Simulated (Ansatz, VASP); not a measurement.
# One calculation of Si3P, two programs

```
Si P
1.0
     3.92572    0.00000    0.00000
     0.00000    3.92572    0.00000
     0.00000    0.00000    3.92572
Si P
3 1
Direct
  0.00000 0.50000 0.50000
  0.50000 0.00000 0.50000
  0.50000 0.50000 0.00000
  0.00000 0.00000 0.00000
```

Alike in both runs: task relaxation of cell and atoms; functional PBE; k mesh 12 × 12 × 12; occupations gaussian, width 0.1 eV; no spin polarisation.

```csv
,VASP,Ansatz
version,VASP 6.6.1,Ansatz 0.2.0
potentials or method,"VASP PAW PBE potentials, release 64 (Si, P), cutoff 600 eV","scalar-relativistic, plane waves, PAW"
valence electrons in the cell,17,17
```

|  | VASP | Ansatz | Ansatz less VASP |
| --- | --- | --- | --- |
| gap on the k mesh at the Fermi level, each at its own relaxed structure (eV) | none | none | - |
| relaxed volume (Å³/atom) | 14.67 | 14.67 | +0.006 |
| relaxed length of the cell vector where the two differ most in proportion (Å) | 3.886 | 3.886 | +0.0005 |

A gap of «none» marks a metal or a gap that the smearing closes.
